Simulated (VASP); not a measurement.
# Ba (Im-3m) in VASP: further runs

The runs below take Ba through single point, relaxation of cell and atoms, with LDA.

Program: VASP 6.6.1. These are calculated values, not measurements. Logs are shortened: lines on timing, memory, paths and dates and some standing lists are left out, and cuts for length are marked.

### Step 1. The cell of the first run

The structure is cubic, space group Im-3m (No. 229). Conventional cell: a = 5.025 Å, b = 5.025 Å, c = 5.025 Å, α = 90.00°, β = 90.00°, γ = 90.00°. Ba (site symmetry m-3m) has 14 Ba at 4.35 to 5.03 Å within 5.7 Å.

### Step 2. Single point, LDA

File INCAR:

```
SYSTEM = Ba
  ALGO = Normal
  EDIFF = 1E-6
  ENCUT = 520
  GGA = CA
  ISIF = 2
  ISMEAR = 0
  LASPH = .True.
  LCHARG = .False.
  LREAL = .False.
  LWAVE = .False.
  NBANDS = 11
  NELM = 60
  PREC = Accurate
  SIGMA = 0.1
```

File KPOINTS:

```
k-points
0
Gamma
  6 6 6
  0 0 0
```

File POSCAR:

```
Ba
1.0
   -2.5125000000      2.5125000000      2.5125000000
    2.5125000000     -2.5125000000      2.5125000000
    2.5125000000      2.5125000000     -2.5125000000
Ba
1
Direct
    0.0000000000      0.0000000000      0.0000000000
```

Potentials or basis: VASP PAW LDA potentials, release 64 (Ba_sv).

Run with:

```
$ cat potpaw_LDA.64/Ba_sv/POTCAR > POTCAR
$ mpirun -np 1 vasp_std > vasp.out
```

OUTCAR:

```text
SYSTEM = Ba
   EDIFF = 1E-6
   ENCUT = 520
   GGA = CA
   ISIF = 2
   ISMEAR = 0
   LASPH = .True.
   LREAL = .False.
   NELM = 60
   PREC = Accurate

 ion  position               nearest neighbor table
   1  0.000  0.000  0.000-

  LATTYP: Found a body centered cubic cell.
 ALAT       =     5.0250000000

  Lattice vectors:

 A1 = (  -2.5125000000,   2.5125000000,   2.5125000000)
 A2 = (   2.5125000000,  -2.5125000000,   2.5125000000)
 A3 = (   2.5125000000,   2.5125000000,  -2.5125000000)

Analysis of symmetry for initial positions (statically):
=====================================================================
 Subroutine PRICEL returns:
 Original cell was already a primitive cell.

 Routine SETGRP: Setting up the symmetry group for a
 body centered cubic supercell.

 Subroutine GETGRP returns: Found 48 space group operations
 (whereof 48 operations were pure point group operations)
 out of a pool of 48 trial point group operations.

The static configuration has the point symmetry O_h .

Analysis of symmetry for dynamics (positions and initial velocities):
=====================================================================
 Subroutine PRICEL returns:
 Original cell was already a primitive cell.

 Routine SETGRP: Setting up the symmetry group for a
 body centered cubic supercell.

 Subroutine GETGRP returns: Found 48 space group operations
 (whereof 48 operations were pure point group operations)
 out of a pool of 48 trial point group operations.

The dynamic configuration has the point symmetry O_h .

 Subroutine INISYM returns: Found 48 space group operations
 (whereof 48 operations are pure point group operations),
 and found     1 'primitive' translations

----------------------------------------------------------------------------------------

                                     Primitive cell

  volume of cell :      63.4422

  direct lattice vectors                    reciprocal lattice vectors
    -2.512500000  2.512500000  2.512500000     0.000000000  0.199004975  0.199004975
     2.512500000 -2.512500000  2.512500000     0.199004975  0.000000000  0.199004975
     2.512500000  2.512500000 -2.512500000     0.199004975  0.199004975  0.000000000

  length of vectors
     4.351777654  4.351777654  4.351777654     0.281435535  0.281435535  0.281435535

  position of ions in fractional coordinates (direct lattice)
     0.000000000  0.000000000  0.000000000

  ion indices of the primitive-cell ions
   primitive index   ion index
                 1           1

----------------------------------------------------------------------------------------

 KPOINTS: k-points

Automatic generation of k-mesh.
 Grid dimensions read from file:
 generate k-points for:    6    6    6

 Generating k-lattice:

  Cartesian coordinates                     Fractional coordinates (reciprocal lattice)
     0.000000000  0.033167496  0.033167496     0.166666667  0.000000000  0.000000000
     0.033167496  0.000000000  0.033167496     0.000000000  0.166666667  0.000000000
     0.033167496  0.033167496  0.000000000     0.000000000  0.000000000  0.166666667

  Length of vectors
     0.046905922  0.046905922  0.046905922

  Shift w.r.t. Gamma in fractional coordinates (k-lattice)
     0.000000000  0.000000000  0.000000000

 Subroutine IBZKPT returns following result:
 ===========================================

 Found     16 irreducible k-points:

 Following reciprocal coordinates:
            Coordinates               Weight
  0.000000  0.000000  0.000000      1.000000
  0.166667  0.000000  0.000000     12.000000
  0.333333  0.000000  0.000000     12.000000
  0.500000  0.000000  0.000000      6.000000
  0.166667  0.166667  0.000000     24.000000
  0.333333  0.166667  0.000000     48.000000
[... 8 lines left out ...]
  0.500000  0.500000  0.333333     12.000000
  0.500000  0.500000  0.500000      1.000000
   k-points           NKPTS =     16   k-points in BZ     NKDIM =     16   number of bands    NBANDS=     11
   number of dos      NEDOS =    301   number of ions     NIONS =      1
   total plane-waves  NPLWV =  32768
   dimension x,y,z NGX =    32 NGY =   32 NGZ =   32
   dimension x,y,z NGXF=    64 NGYF=   64 NGZF=   64
   ions per type =               1
   NGX,Y,Z   is equivalent  to a cutoff of  12.22, 12.22, 12.22 a.u.
   NGXF,Y,Z  is equivalent  to a cutoff of  24.45, 24.45, 24.45 a.u.
 SYSTEM =  Ba
   PREC   = accura    normal or accurate (medium, high low for compatibility)
   ISTART =      0    job   : 0-new  1-cont  2-samecut
   ICHARG =      2    charge: 1-file 2-atom 10-const
   ISPIN  =      1    spin polarized calculation?
   LNONCOLLINEAR =      F non collinear calculations
   LSORBIT =      F    spin-orbit coupling
   LASPH  =      T    aspherical Exc in radial PAW
   ENCUT  =  520.0 eV  38.22 Ry    6.18 a.u.   8.09  8.09  8.09*2*pi/ulx,y,z
   NELM   =     60;   NELMIN=  2; NELMDL= -5     # of ELM steps
   EDIFF  = 0.1E-05   stopping-criterion for ELM
   LREAL  =      F    real-space projection
   EDIFFG = 0.1E-04   stopping-criterion for IOM
   NSW    =      0    number of steps for IOM
   IBRION =     -1    ionic relax: 0-MD 1-quasi-New 2-CG
   NFREE  =      0    steps in history (QN), initial steepest desc. (CG)
   ISIF   =      2    stress and relaxation
   ISYM   =      2    0-nonsym 1-usesym 2-fastsym
   POTIM  = 0.5000    time-step for ionic-motion
   TEBEG  =    0.0;   TEEND  =   0.0 temperature during run
   PSTRESS=    0.0 pullay stress
   NELECT =      10.0000    total number of electrons
   NUPDOWN=      -1.0000    fix difference up-down
   EMIN   =  10.00;   EMAX   =-10.00  energy-range for DOS
   EFERMI =   0.00;   METHOD = LEGACY
   ISMEAR =     0;   SIGMA  =   0.10  broadening in eV -4-tet -1-fermi 0-gaus
   EFERMI_NEDOS =   21; number of points for ismear=-14 and -15
   IALGO  =     38    algorithm
   IMIX   =      4    mixing-type and parameters
     AMIX     =   0.40;   BMIX     =  1.00
     AMIX_MAG =   1.60;   BMIX_MAG =  1.00
  volume/ion in A,a.u.               =      63.44       428.13
  Fermi-wavevector in a.u.,A,eV,Ry     =   0.884332  1.671146 10.640347  0.782043
  Thomas-Fermi vector in A             =   2.005218
   LORBIT       =      0    0 simple, 1 ext, 2 COOP (PROOUT), +10 PAW based schemes
   GGA     = CA    functional components
   LHFCALC =     F    Hartree Fock is set to
   AEXX    =    0.0000 exact exchange contribution
   IVDW    =     0    specifies the selected vdW correction
   LEPSILON=     F    determine dielectric tensor
   LRPA    =     F    only Hartree local field effects (RPA)
 non-spin polarized calculation
 Gauss-broadening in eV      SIGMA  =   0.10
  energy-cutoff  :      520.00
  volume of cell :       63.44
 maximum number of plane-waves:      1724
   NGX = 17   NGY = 17   NGZ = 17

 number of electron      10.0000000 magnetization

 Free energy of the ion-electron system (eV)
  ---------------------------------------------------
  ext. energy  EPLUGINS =         0.00000000
  ---------------------------------------------------
  free energy    TOTEN  =        -2.20234952 eV

  energy without entropy =       -2.19277699  energy(sigma->0) =       -2.19756326

 E-fermi :   1.4292     XC(G=0):  -7.5946

 val. band max:        1.3400353784   @ k =  -0.3333   0.5000   0.1667
 cond. band min:       1.4472710591   @ k =   0.3333   0.1667   0.1667
 fundamental gap:      0.1072356807
 Fermi energy:         1.4292254094

 k-point     1 :       0.0000    0.0000    0.0000
  band No.  band energies     occupation
      1     -27.4331      2.00000
      2     -12.3979      2.00000
      3     -12.3979      2.00000
      4     -12.3979      2.00000
      5      -1.3458      2.00000
      6       3.1468      0.00000
      7       3.1468      0.00000
      8       3.1468      0.00000
      9       4.5904      0.00000
     10       4.5904      0.00000
     11       8.3668      0.00000

 k-point     2 :       0.1667    0.0000    0.0000
  band No.  band energies     occupation
      1     -27.4224      2.00000
      2     -12.5195      2.00000
      3     -12.4359      2.00000
      4     -12.3986      2.00000
      5      -0.8514      2.00000
      6       2.7940      0.00000
      7       2.8711      0.00000
      8       3.6690      0.00000
      9       4.2526      0.00000
     10       4.5865      0.00000
     11       8.8003      0.00000

 k-point     3 :       0.3333    0.0000    0.0000
  band No.  band energies     occupation
      1     -27.4010      2.00000
      2     -12.7486      2.00000
      3     -12.5100      2.00000
      4     -12.4000      2.00000
      5       0.1583      2.00000
      6       2.2579      0.00000
      7       2.3740      0.00000
      8       4.4995      0.00000
      9       4.7993      0.00000
     10       5.1172      0.00000
     11       7.9914      0.00000

 k-point     4 :       0.5000    0.0000    0.0000
  band No.  band energies     occupation
      1     -27.3902      2.00000
      2     -12.8571      2.00000
      3     -12.5463      2.00000
      4     -12.4008      2.00000
      5       0.4965      2.00000
      6       2.0400      0.00000
      7       2.7035      0.00000
      8       4.5218      0.00000
      9       5.1103      0.00000
     10       6.5414      0.00000
     11       7.0919      0.00000

 k-point     5 :       0.1667    0.1667    0.0000
  band No.  band energies     occupation
      1     -27.4064      2.00000
      2     -12.6750      2.00000
      3     -12.4851      2.00000
      4     -12.4258      2.00000
      5      -0.0308      2.00000
      6       2.2983      0.00000
      7       2.4476      0.00000
      8       4.1038      0.00000
      9       4.7200      0.00000
     10       4.9485      0.00000
     11       8.6301      0.00000
[... 99 lines left out ...]
 k-point    13 :      -0.3333    0.5000    0.1667
  band No.  band energies     occupation
      1     -27.3783      2.00000
      2     -12.7661      2.00000
      3     -12.6629      2.00000
      4     -12.5144      2.00000
      5       1.3400      1.79281
      6       1.5953      0.01887
      7       2.4812      0.00000
      8       4.1091      0.00000
      9       4.7730      0.00000
     10       6.5469      0.00000
     11       7.2748      0.00000

 k-point    14 :      -0.3333    0.3333    0.3333
  band No.  band energies     occupation
      1     -27.3751      2.00000
      2     -12.7020      2.00000
      3     -12.6357      2.00000
      4     -12.6357      2.00000
      5       1.1238      1.99998
      6       1.4587      0.67717
      7       3.7471      0.00000
      8       3.7471      0.00000
      9       4.5079      0.00000
     10       5.0079      0.00000
     11       9.2016      0.00000

 k-point    15 :       0.5000    0.5000    0.3333
  band No.  band energies     occupation
      1     -27.3664      2.00000
      2     -12.7535      2.00000
      3     -12.6761      2.00000
      4     -12.6420      2.00000
      5       1.1273      1.99998
      6       1.2168      1.99734
      7       3.7692      0.00000
      8       3.9622      0.00000
      9       5.7811      0.00000
     10       6.1627      0.00000
     11       7.0738      0.00000

 k-point    16 :       0.5000    0.5000    0.5000
  band No.  band energies     occupation
      1     -27.3584      2.00000
      2     -12.7180      2.00000
      3     -12.7180      2.00000
      4     -12.7180      2.00000
      5       0.8798      2.00000
      6       0.8798      2.00000
      7       5.7312      0.00000
      8       5.7312      0.00000
      9       5.7312      0.00000
     10       6.0505      0.00000
     11       6.0505      0.00000

------------------------ aborting loop because EDIFF is reached ----------------------------------------

  FORCE on cell =-STRESS in cart. coord.  units (eV):
  Direction    XX          YY          ZZ          XY          YZ          ZX
  --------------------------------------------------------------------------------------
  -------------------------------------------------------------------------------------
  Total       -0.4613073     -0.4613073     -0.4613073     -0.0000000     -0.0000000      0.0000000
  in kB      -11.6499145    -11.6499145    -11.6499145     -0.0000000     -0.0000000      0.0000000
  external PRESSURE =     -11.6499145 kB  Pullay stress =       0.0000000 kB

 VOLUME and BASIS-vectors are now :
 -----------------------------------------------------------------------------
  energy-cutoff  :      520.00
  volume of cell :       63.44
      direct lattice vectors                 reciprocal lattice vectors
    -2.512500000  2.512500000  2.512500000     0.000000000  0.199004975  0.199004975
     2.512500000 -2.512500000  2.512500000     0.199004975  0.000000000  0.199004975
     2.512500000  2.512500000 -2.512500000     0.199004975  0.199004975  0.000000000

 POSITION                                       TOTAL-FORCE (eV/Angst)
 -----------------------------------------------------------------------------------
      0.00000      0.00000      0.00000        -0.000000     -0.000000     -0.000000
 -----------------------------------------------------------------------------------
    total drift:                                0.000000      0.000000     -0.000000

  FREE ENERGIE OF THE ION-ELECTRON SYSTEM (eV)
  ---------------------------------------------------
  free  energy   TOTEN  =        -2.2023495208 eV

  energy  without entropy=       -2.1927769946  energy(sigma->0) =       -2.19756326
```

Run time: 4.6 s. Hardware: 1 thread of AMD EPYC 7R13 (Zen 3), shared host; peak memory 0.12 GiB.

What came out:

```yaml
Free_energy: -2.2023 eV
Pressure: -1.2 GPa
Band_gap_on_the_k_mesh: zero (bands 5 and 6 overlap by 0.59 eV)
```

Levels at points of the mesh, in eV from the Fermi level:
```csv
k point,band 3,band 4,band 5,band 6,band 7,band 8
"(0.00, 0.00, 0.00)",-13.83,-13.83,-2.78,1.72,1.72,1.72
"(0.50, 0.00, 0.00)",-13.98,-13.83,-0.93,0.61,1.27,3.09
"(0.50, 0.50, 0.50)",-14.15,-14.15,-0.55,-0.55,4.30,4.30
```

Caveat: spin-orbit coupling is left out, which moves the levels of the heavy elements.

(Part 1 of 2 ends here.)
